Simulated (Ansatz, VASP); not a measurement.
**Zn16SO15: VASP beside Ansatz**

Contents of INCAR:

```
ALGO = Normal ; EDIFF = 1E-8
ENCUT = 520 ; GGA = PE
ISIF = 2 ; ISMEAR = -1
LASPH = True ; LCHARG = False
LEFG = True ; LREAL = Auto
LWAVE = False ; NBANDS = 166
NELM = 80 ; PREC = Accurate
SIGMA = 0.01
```

File KPOINTS:

```
k-points
0
Gamma
  3 3 2
```

File POSCAR:

```
Zn16SO15
1.0
    6.4986160000      0.0000000000      0.0000000000
   -3.2493080000      5.6279665454      0.0000000000
    0.0000000000      0.0000000000     10.4114180000
Zn S O
16 1 15
Direct
    0.1666666666      0.3333333334      0.2500000000
    0.1666666666      0.3333333334      0.7500000000
    0.1666666666      0.8333333334      0.2500000000
    0.1666666666      0.8333333334      0.7500000000
    0.6666666666      0.3333333334      0.2500000000
    0.6666666666      0.3333333334      0.7500000000
    0.6666666666      0.8333333334      0.2500000000
    0.6666666666      0.8333333334      0.7500000000
    0.3333333334      0.1666666666      0.0000000000
    0.3333333334      0.1666666666      0.5000000000
    0.3333333334      0.6666666666      0.0000000000
    0.3333333334      0.6666666666      0.5000000000
    0.8333333334      0.1666666666      0.0000000000
    0.8333333334      0.1666666666      0.5000000000
    0.8333333334      0.6666666666      0.0000000000
    0.8333333334      0.6666666666      0.5000000000
    0.3333333334      0.1666666666      0.1895050000
    0.3333333334      0.1666666666      0.6895050000
    0.3333333334      0.6666666666      0.1895050000
    0.3333333334      0.6666666666      0.6895050000
    0.8333333334      0.1666666666      0.1895050000
    0.8333333334      0.1666666666      0.6895050000
    0.8333333334      0.6666666666      0.1895050000
    0.8333333334      0.6666666666      0.6895050000
    0.1666666666      0.3333333334      0.4395050000
    0.1666666666      0.3333333334      0.9395050000
    0.1666666666      0.8333333334      0.4395050000
    0.1666666666      0.8333333334      0.9395050000
    0.6666666666      0.3333333334      0.4395050000
    0.6666666666      0.3333333334      0.9395050000
    0.6666666666      0.8333333334      0.4395050000
    0.6666666666      0.8333333334      0.9395050000
```

Input for Ansatz:

```yaml
crystal:
  lattice:
    - [6.498616, 0.0, 0.0]
    - [-3.249308, 5.6279665454, 0.0]
    - [0.0, 0.0, 10.411418]
  atoms:
    - { symbol: Zn, position: [0.1666666666, 0.3333333334, 0.25] }
    - { symbol: Zn, position: [0.1666666666, 0.3333333334, 0.75] }
    - { symbol: Zn, position: [0.1666666666, 0.8333333334, 0.25] }
    - { symbol: Zn, position: [0.1666666666, 0.8333333334, 0.75] }
    - { symbol: Zn, position: [0.6666666666, 0.3333333334, 0.25] }
    - { symbol: Zn, position: [0.6666666666, 0.3333333334, 0.75] }
    - { symbol: Zn, position: [0.6666666666, 0.8333333334, 0.25] }
    - { symbol: Zn, position: [0.6666666666, 0.8333333334, 0.75] }
    - { symbol: Zn, position: [0.3333333334, 0.1666666666, 0.0] }
    - { symbol: Zn, position: [0.3333333334, 0.1666666666, 0.5] }
    - { symbol: Zn, position: [0.3333333334, 0.6666666666, 0.0] }
    - { symbol: Zn, position: [0.3333333334, 0.6666666666, 0.5] }
    - { symbol: Zn, position: [0.8333333334, 0.1666666666, 0.0] }
    - { symbol: Zn, position: [0.8333333334, 0.1666666666, 0.5] }
    - { symbol: Zn, position: [0.8333333334, 0.6666666666, 0.0] }
    - { symbol: Zn, position: [0.8333333334, 0.6666666666, 0.5] }
    - { symbol: S, position: [0.3333333334, 0.1666666666, 0.189505] }
    - { symbol: O, position: [0.3333333334, 0.1666666666, 0.689505] }
    - { symbol: O, position: [0.3333333334, 0.6666666666, 0.189505] }
    - { symbol: O, position: [0.3333333334, 0.6666666666, 0.689505] }
    - { symbol: O, position: [0.8333333334, 0.1666666666, 0.189505] }
    - { symbol: O, position: [0.8333333334, 0.1666666666, 0.689505] }
    - { symbol: O, position: [0.8333333334, 0.6666666666, 0.189505] }
    - { symbol: O, position: [0.8333333334, 0.6666666666, 0.689505] }
    - { symbol: O, position: [0.1666666666, 0.3333333334, 0.439505] }
    - { symbol: O, position: [0.1666666666, 0.3333333334, 0.939505] }
    - { symbol: O, position: [0.1666666666, 0.8333333334, 0.439505] }
    - { symbol: O, position: [0.1666666666, 0.8333333334, 0.939505] }
    - { symbol: O, position: [0.6666666666, 0.3333333334, 0.439505] }
    - { symbol: O, position: [0.6666666666, 0.3333333334, 0.939505] }
    - { symbol: O, position: [0.6666666666, 0.8333333334, 0.439505] }
    - { symbol: O, position: [0.6666666666, 0.8333333334, 0.939505] }
kpoints:
  mp_grid: { grid: [3, 3, 2] }
scf:
  occupations: { method: fermi_dirac, width: 0.01 }
hamiltonian:
  xc: pbe
  pseudopotentials: { kind: paw }
output:
  forces: true
  stress: true
  populations: true
  efg:
    quadrupole_moments_barn: { Zn: 0.122, S: -0.0694, O: -0.02558 }
    contact_densities: true
  write_density: true
  write_potential: true
  elf: true
  volumetric_format: npy
```

Alike in both runs: task electric field gradients; functional PBE; k mesh 3 × 3 × 2; occupations fermi-dirac, width 0.01 eV; no spin polarisation.

```csv
,VASP,Ansatz
version,VASP 6.6.1,Ansatz 0.2.0
potentials or method,"VASP PAW PBE potentials, release 64 (Zn, S, O)","plane-wave PAW, scalar-relativistic"
plane-wave cutoff (eV),520,420
valence electrons in the cell,288,288
```

|  | VASP | Ansatz | Ansatz less VASP |
| --- | --- | --- | --- |
| gap on the k mesh at the Fermi level (eV) | 0.93 | 0.93 | +0.004 |
| pressure (GPa) | 12.4 | 11.3 | -1.04 |
| traceless stress, the component that is largest in VASP (GPa) | 1.33 | 1.27 | -0.062 |
| rms of the force components (eV/Å) | 0.889 | 0.888 | -0.0011 |
| size of Vzz on the site where it differs most (V/Å²) | 61.1 | 41.2 | -19.89 |

Atom by atom the forces differ by 0.002 eV/Å (rms over components).
